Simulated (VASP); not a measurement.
# Li2SiN3 (Cc) in VASP: single point with PBE

Aim: the single point of Li2SiN3 with PBE.

Program: VASP 6.6.1. These are calculated values, not measurements. Logs are shortened: lines on timing, memory, paths and dates and some standing lists are left out, and cuts for length are marked.

## 1. The cell of the first run

The structure is monoclinic, space group Cc (No. 9). Conventional cell: a = 5.817 Å, b = 8.720 Å, c = 5.517 Å, α = 90.00°, β = 115.76°, γ = 90.00°. Li (site symmetry 1) has 12 N at 2.14 to 3.69 Å and 5 Si at 2.53 to 3.48 Å and 7 Li at 2.88 to 3.49 Å within 3.7 Å. Within 3.1 Å of Li (site symmetry 1) lie 5 N at 2.03 to 2.92 Å and 3 Li at 2.78 to 2.88 Å and 3 Si at 2.86 to 3.09 Å. Within 2.2 Å of Si (site symmetry 1) lie 4 N at 1.68 to 1.80 Å. N (site symmetry 1) has 1 N at 1.39 Å and 1 Si at 1.80 Å within 1.9 Å. Within 2.3 Å of N (site symmetry 1) lie 2 Si at 1.68 to 1.69 Å and 3 Li at 2.03 to 2.27 Å. Within 1.9 Å of N (site symmetry 1) lie 1 N at 1.39 Å and 1 Si at 1.80 Å.

## 2. Single point, PBE

The input, INCAR:

```
PREC = Accurate
ENCUT = 520
EDIFF = 1E-6
ISMEAR = 0
SIGMA = 0.2
LREAL = False
LASPH = True
NELM = 80
ALGO = Normal
ISIF = 2
LWAVE = False
LCHARG = True
GGA = PE
LELF = True
LVHAR = True
NBANDS = 37
```

The input, KPOINTS:

```
regular mesh
0
Gamma
  6 6 4
```

The input, POSCAR:

```
Li2SiN3
1.0
    2.9083355506     -4.3602278711      0.0054395198
    2.9083355506      4.3602278711      0.0054395198
   -2.4070427684      0.0000000000      4.9637927826
Li Si N
4 2 6
Direct
    0.8156107799      0.2010803080      0.5141317547
    0.2010803080      0.8156107799      0.0141317547
    0.4848198968      0.4465039611      0.9319470724
    0.4465039611      0.4848198968      0.4319470724
    0.8932011201      0.0874014485      0.9917993063
    0.0874014485      0.8932011201      0.4917993063
    0.4426594647      0.8966358300      0.5946314743
    0.8966358300      0.4426594647      0.0946314743
    0.0795457294      0.0829570927      0.7823170995
    0.0829570927      0.0795457294      0.2823170995
    0.5107319267      0.8088524420      0.8101732929
    0.8088524420      0.5107319267      0.3101732929
```

Potentials or basis: VASP PAW PBE potentials, release 64 (Li_sv, Si, N).

The run is started by

```sh
> cat potpaw_PBE.64/Li_sv/POTCAR potpaw_PBE.64/Si/POTCAR potpaw_PBE.64/N/POTCAR > POTCAR
> mpirun -np 1 vasp_std > vasp.out
```

OUTCAR:

```text
PREC = Accurate
   ENCUT = 520
   EDIFF = 1E-6
   ISMEAR = 0
   LREAL = False
   LASPH = True
   NELM = 80
   ISIF = 2
   GGA = PE

 ion  position               nearest neighbor table
   1  0.816  0.201  0.514-   9 2.14   6 2.53   5 2.81
   2  0.201  0.816  0.014-  10 2.14   5 2.53   6 2.81
   3  0.485  0.447  0.932-   9 2.03  11 2.13   8 2.14   6 2.86
   4  0.447  0.485  0.432-  10 2.03  12 2.13   7 2.14   5 2.86
   5  0.893  0.087  0.992-   9 1.68  10 1.69  11 1.80   8 1.80   7 2.45   2 2.53   1 2.81   4 2.86

   6  0.087  0.893  0.492-  10 1.68   9 1.69  12 1.80   7 1.80   8 2.45   1 2.53   2 2.81   3 2.86

   7  0.443  0.897  0.595-  11 1.39   6 1.80   4 2.14   5 2.45
   8  0.897  0.443  0.095-  12 1.39   5 1.80   3 2.14   6 2.45
   9  0.080  0.083  0.782-   5 1.68   6 1.69   3 2.03   1 2.14
  10  0.083  0.080  0.282-   6 1.68   5 1.69   4 2.03   2 2.14
  11  0.511  0.809  0.810-   7 1.39   5 1.80   3 2.13
  12  0.809  0.511  0.310-   8 1.39   6 1.80   4 2.13

  LATTYP: Found a base centered monoclinic cell.
 ALAT       =     5.8166812748
 B/A-ratio  =     1.4992149871
 C/A-ratio  =     0.9484136243
 COS(beta)  =    -0.4346420075

  Lattice vectors:

 A1 = (   2.9083355506,  -4.3602278711,   0.0054395198)
 A2 = (   2.9083355506,   4.3602278711,   0.0054395198)
 A3 = (  -2.4070427684,   0.0000000000,   4.9637927826)

Analysis of symmetry for initial positions (statically):
=====================================================================
 Subroutine PRICEL returns:
 Original cell was already a primitive cell.

 Routine SETGRP: Setting up the symmetry group for a
 base centered monoclinic supercell.

 Subroutine GETGRP returns: Found  2 space group operations
 (whereof  1 operations were pure point group operations)
 out of a pool of  4 trial point group operations.

The static configuration has the point symmetry C_1 .
 The point group associated with its full space group is C_1h.

Analysis of symmetry for dynamics (positions and initial velocities):
=====================================================================
 Subroutine PRICEL returns:
 Original cell was already a primitive cell.

 Routine SETGRP: Setting up the symmetry group for a
 base centered monoclinic supercell.

 Subroutine GETGRP returns: Found  2 space group operations
 (whereof  1 operations were pure point group operations)
 out of a pool of  4 trial point group operations.

The dynamic configuration has the point symmetry C_1 .
 The point group associated with its full space group is C_1h.

 Subroutine INISYM returns: Found  2 space group operations
 (whereof  1 operations are pure point group operations),
 and found     1 'primitive' translations

----------------------------------------------------------------------------------------

                                     Primitive cell

  volume of cell :     126.0059

  direct lattice vectors                    reciprocal lattice vectors
     2.908335551 -4.360227871  0.005439520     0.171763857 -0.114672906  0.083291743
     2.908335551  4.360227871  0.005439520     0.171763857  0.114672906  0.083291743
    -2.407042768  0.000000000  4.963792783    -0.000376451  0.000000000  0.201276304

  length of vectors
     5.241186159  5.241186159  5.516619769     0.222688600  0.222688600  0.201276656

  position of ions in fractional coordinates (direct lattice)
     0.815610780  0.201080308  0.514131755
     0.201080308  0.815610780  0.014131755
     0.484819897  0.446503961  0.931947072
     0.446503961  0.484819897  0.431947072
     0.893201120  0.087401449  0.991799306
     0.087401449  0.893201120  0.491799306
     0.442659465  0.896635830  0.594631474
     0.896635830  0.442659465  0.094631474
     0.079545729  0.082957093  0.782317099
     0.082957093  0.079545729  0.282317099
     0.510731927  0.808852442  0.810173293
     0.808852442  0.510731927  0.310173293

  ion indices of the primitive-cell ions
   primitive index   ion index
                 1           1
                 2           2
                 3           3
                 4           4
                 5           5
                 6           6
                 7           7
                 8           8
                 9           9
                10          10
                11          11
                12          12

----------------------------------------------------------------------------------------

 KPOINTS: regular mesh

Automatic generation of k-mesh.
 Grid dimensions read from file:
 generate k-points for:    6    6    4

 Generating k-lattice:

  Cartesian coordinates                     Fractional coordinates (reciprocal lattice)
     0.028627310 -0.019112151  0.013881957     0.166666667 -0.000000000 -0.000000000
     0.028627310  0.019112151  0.013881957    -0.000000000  0.166666667 -0.000000000
    -0.000094113  0.000000000  0.050319076     0.000000000  0.000000000  0.250000000

  Length of vectors
     0.037114767  0.037114767  0.050319164

  Shift w.r.t. Gamma in fractional coordinates (k-lattice)
     0.000000000  0.000000000  0.000000000

 Subroutine IBZKPT returns following result:
 ===========================================

 Found     47 irreducible k-points:

 Following reciprocal coordinates:
            Coordinates               Weight
  0.000000  0.000000  0.000000      1.000000
  0.166667 -0.000000  0.000000      4.000000
  0.333333 -0.000000  0.000000      4.000000
  0.500000 -0.000000 -0.000000      2.000000
  0.166667  0.166667  0.000000      2.000000
  0.333333  0.166667 -0.000000      4.000000
[... 16 lines left out ...]
 -0.333333  0.166667  0.250000      4.000000
 -0.166667  0.166667  0.250000      4.000000
 [... further k-points ...]
   k-points           NKPTS =     47   k-points in BZ     NKDIM =     47   number of bands    NBANDS=     37
   number of dos      NEDOS =    301   number of ions     NIONS =     12
   total plane-waves  NPLWV =  67200
   dimension x,y,z NGX =    40 NGY =   40 NGZ =   42
   dimension x,y,z NGXF=    80 NGYF=   80 NGZF=   84
   ions per type =               4   2   6
   NGX,Y,Z   is equivalent  to a cutoff of  12.69, 12.69, 12.66 a.u.
   NGXF,Y,Z  is equivalent  to a cutoff of  25.38, 25.38, 25.31 a.u.
 SYSTEM =  unknown system
   PREC   = accura    normal or accurate (medium, high low for compatibility)
   ISTART =      0    job   : 0-new  1-cont  2-samecut
   ICHARG =      2    charge: 1-file 2-atom 10-const
   ISPIN  =      1    spin polarized calculation?
   LNONCOLLINEAR =      F non collinear calculations
   LSORBIT =      F    spin-orbit coupling
   LASPH  =      T    aspherical Exc in radial PAW
   ENCUT  =  520.0 eV  38.22 Ry    6.18 a.u.   9.75  9.75 10.26*2*pi/ulx,y,z
   NELM   =     80;   NELMIN=  2; NELMDL= -5     # of ELM steps
   EDIFF  = 0.1E-05   stopping-criterion for ELM
   LREAL  =      F    real-space projection
   EDIFFG = 0.1E-04   stopping-criterion for IOM
   NSW    =      0    number of steps for IOM
   IBRION =     -1    ionic relax: 0-MD 1-quasi-New 2-CG
   NFREE  =      0    steps in history (QN), initial steepest desc. (CG)
   ISIF   =      2    stress and relaxation
   ISYM   =      2    0-nonsym 1-usesym 2-fastsym
   POTIM  = 0.5000    time-step for ionic-motion
   TEBEG  =    0.0;   TEEND  =   0.0 temperature during run
   PSTRESS=    0.0 pullay stress
   NELECT =      50.0000    total number of electrons
   NUPDOWN=      -1.0000    fix difference up-down
   EMIN   =  10.00;   EMAX   =-10.00  energy-range for DOS
   EFERMI =   0.00;   METHOD = LEGACY
   ISMEAR =     0;   SIGMA  =   0.20  broadening in eV -4-tet -1-fermi 0-gaus
   EFERMI_NEDOS =   21; number of points for ismear=-14 and -15
   IALGO  =     38    algorithm
   IMIX   =      4    mixing-type and parameters
     AMIX     =   0.40;   BMIX     =  1.00
     AMIX_MAG =   1.60;   BMIX_MAG =  1.00
  volume/ion in A,a.u.               =      10.50        70.86
  Fermi-wavevector in a.u.,A,eV,Ry     =   1.203006  2.273352 19.690672  1.447224
  Thomas-Fermi vector in A             =   2.338772
   LORBIT       =      0    0 simple, 1 ext, 2 COOP (PROOUT), +10 PAW based schemes
   GGA     = PE    functional components
   LHFCALC =     F    Hartree Fock is set to
   AEXX    =    0.0000 exact exchange contribution
   IVDW    =     0    specifies the selected vdW correction
   LEPSILON=     F    determine dielectric tensor
   LRPA    =     F    only Hartree local field effects (RPA)
 non-spin polarized calculation
 Gauss-broadening in eV      SIGMA  =   0.20
  energy-cutoff  :      520.00
  volume of cell :      126.01
 maximum number of plane-waves:      3416
   NGX = 19   NGY = 19   NGZ = 21

 number of electron      50.0000000 magnetization

 Free energy of the ion-electron system (eV)
  ---------------------------------------------------
  ext. energy  EPLUGINS =         0.00000000
  ---------------------------------------------------
  free energy    TOTEN  =       -73.84096683 eV

  energy without entropy =      -73.73464518  energy(sigma->0) =      -73.78780601

 E-fermi :   4.2315     XC(G=0):  -9.6913

 val. band max:        4.2195575304   @ k =   0.3333   0.1667   0.2500
 cond. band min:       4.2361812510   @ k =   0.1667  -0.0000   0.5000
 fundamental gap:      0.0166237206
 Fermi energy:         4.2315491367

 k-point     1 :       0.0000    0.0000    0.0000
  band No.  band energies     occupation
      1     -41.0320      2.00000
      2     -41.0134      2.00000
      3     -40.9257      2.00000
      4     -40.9219      2.00000
      5     -15.2197      2.00000
      6     -14.5513      2.00000
[... 29 lines left out ...]
     36      12.5407      0.00000
     37      12.9666      0.00000

 k-point     2 :       0.1667   -0.0000    0.0000
  band No.  band energies     occupation
      1     -41.0320      2.00000
      2     -41.0134      2.00000
      3     -40.9255      2.00000
      4     -40.9222      2.00000
      5     -15.1748      2.00000
      6     -14.5944      2.00000
[... 872 lines left out ...]
 k-point    24 :      -0.1667    0.1667    0.2500
  band No.  band energies     occupation
      1     -41.0292      2.00000
      2     -41.0161      2.00000
      3     -40.9252      2.00000
      4     -40.9225      2.00000
      5     -15.1051      2.00000
      6     -14.6572      2.00000
[... 29 lines left out ...]
     36      12.8286      0.00000
     37      13.1231      0.00000

 [... further k-points ...]
[... 5 lines left out ...]
  --------------------------------------------------------------------------------------
  -------------------------------------------------------------------------------------
  Total       -0.2833233     -0.0816696      0.2275469      0.0000000      0.0000000     -0.0784348
  in kB       -3.6024821     -1.0384370      2.8932794      0.0000000      0.0000000     -0.9973054
  external PRESSURE =      -0.5825466 kB  Pullay stress =       0.0000000 kB

 VOLUME and BASIS-vectors are now :
 -----------------------------------------------------------------------------
  energy-cutoff  :      520.00
  volume of cell :      126.01
      direct lattice vectors                 reciprocal lattice vectors
     2.908335551 -4.360227871  0.005439520     0.171763857 -0.114672906  0.083291743
     2.908335551  4.360227871  0.005439520     0.171763857  0.114672906  0.083291743
    -2.407042768  0.000000000  4.963792783    -0.000376451  0.000000000  0.201276304

 POSITION                                       TOTAL-FORCE (eV/Angst)
 -----------------------------------------------------------------------------------
      1.71934     -2.67949      2.55757         0.003924     -0.000146     -0.002945
      2.92286      2.67949      0.07568         0.003924      0.000146     -0.002945
      0.46537     -0.16707      4.63106         0.012613     -0.009335     -0.000271
      1.66889      0.16707      2.14916         0.012613      0.009335     -0.000271
      0.46462     -3.51347      4.92842         0.027069      0.026705      0.026550
      1.66814      3.51347      2.44652         0.027069     -0.026705      0.026550
      2.46382      1.97944      2.95891        -0.030714      0.102475     -0.127596
      3.66734     -1.97944      0.47702        -0.030714     -0.102475     -0.127596
     -1.41046      0.01487      3.88414        -0.024201      0.015680     -0.013224
     -0.20694     -0.01487      1.40225        -0.024201     -0.015680     -0.013224
      1.88767      1.29987      4.02871         0.011308     -0.035736      0.117487
      3.09119     -1.29987      1.54681         0.011308      0.035736      0.117487
 -----------------------------------------------------------------------------------
    total drift:                               -0.000672     -0.000000     -0.000154

  FREE ENERGIE OF THE ION-ELECTRON SYSTEM (eV)
  ---------------------------------------------------
  free  energy   TOTEN  =       -73.8409668264 eV

  energy  without entropy=      -73.7346451849  energy(sigma->0) =      -73.78780601
```

Wall time 9.3 min (1 thread of Oxide Virtual Turin-like, shared host); peak memory 0.3 GiB.

Results:

```
Free energy            : -73.8410 eV
Largest force          : 0.167 eV/Å
Band gap on the k mesh : zero (bands 25 and 26 overlap by 0.47 eV)
```

Forces in eV/Å, atoms in the order of the input:
```
Li   0.004  0.000 -0.003
Li   0.004  0.000 -0.003
Li   0.013 -0.009  0.000
Li   0.013  0.009  0.000
Si   0.027  0.027  0.027
Si   0.027 -0.027  0.027
N   -0.031  0.102 -0.128
N   -0.031 -0.102 -0.128
N   -0.024  0.016 -0.013
N   -0.024 -0.016 -0.013
N    0.011 -0.036  0.117
N    0.011  0.036  0.117
```

Levels at points of the mesh, in eV from the Fermi level:
| k point | band 23 | band 24 | band 25 | band 26 | band 27 | band 28 |
| --- | --- | --- | --- | --- | --- | --- |
| (0.00, 0.00, 0.00) | -1.14 | -0.71 | -0.36 | 0.19 | 3.99 | 4.66 |
| (0.50, 0.00, 0.00) | -1.14 | -0.80 | -0.15 | 0.17 | 4.52 | 4.65 |
| (0.50, 0.50, 0.00) | -1.20 | -0.28 | -0.14 | 0.04 | 4.16 | 4.29 |
| (0.00, 0.00, 0.50) | -0.83 | -0.83 | -0.16 | -0.16 | 3.58 | 3.58 |
| (0.50, 0.00, 0.50) | -0.88 | -0.66 | -0.24 | 0.11 | 3.63 | 4.21 |
| (0.50, 0.50, 0.50) | -0.89 | -0.89 | 0.31 | 0.31 | 4.00 | 4.00 |

Caveat: the cutoff is under 1.25 times the usual one of these potentials, so pressure, stress and relaxed cells hold a basis-set (Pulay) error.
